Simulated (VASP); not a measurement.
Write the native input for VASP 6.6.1 that does the following.

- Task: single point
- Functional: PBEsol
- Potentials or basis: VASP PAW PBE potentials, release 64 (Sn_d, Se)
- Cutoff: 520 eV
- k mesh: 8 × 8 × 8
- Occupations: gaussian, width 0.01 eV
- Spin: no spin polarisation
- Dipole correction: no
- Further INCAR settings: ALGO = Normal; EDIFF = 1e-06; NBANDS = 17

The structure of SnSe lies in POSCAR:

```
SnSe
1.0
    0.0000000000      2.7625430100      2.7625430100
    2.7625430100      0.0000000000      2.7625430100
    2.7625430100      2.7625430100      0.0000000000
Sn Se
1 1
Direct
    0.0000000000      0.0000000000      0.0000000000
    0.5000000000      0.5000000000      0.5000000000
```

The input as run:

INCAR

```
  ALGO = Normal
  EDIFF = 1E-6
  ENCUT = 520
  GGA = PS
  ISIF = 2
  ISMEAR = 0
  LASPH = T
  LCHARG = F
  LREAL = F
  LWAVE = F
  NBANDS = 17
  NELM = 80
  PREC = Accurate
  SIGMA = 0.01
```

KPOINTS

```
k-points
0
Gamma
  8 8 8
```

Potentials or basis: VASP PAW PBE potentials, release 64 (Sn_d, Se).

Run with:

```console
$ cat potpaw_PBE.64/Sn_d/POTCAR potpaw_PBE.64/Se/POTCAR > POTCAR
$ mpirun -np 1 vasp_std > vasp.out
```

It gave:

The pressure is 20.1 GPa. The band gap on the k mesh is 0.44 eV (least direct gap 0.45 eV).

Caveat: the cell stands under pressure; the PAW data sets were made with another functional, which shifts forces and pressure a little; spin-orbit coupling is left out, which moves the levels of the heavy elements.

Run time: 23 s on 1 thread of Intel Xeon 8259CL, on a shared host, peak memory 0.18 GiB.
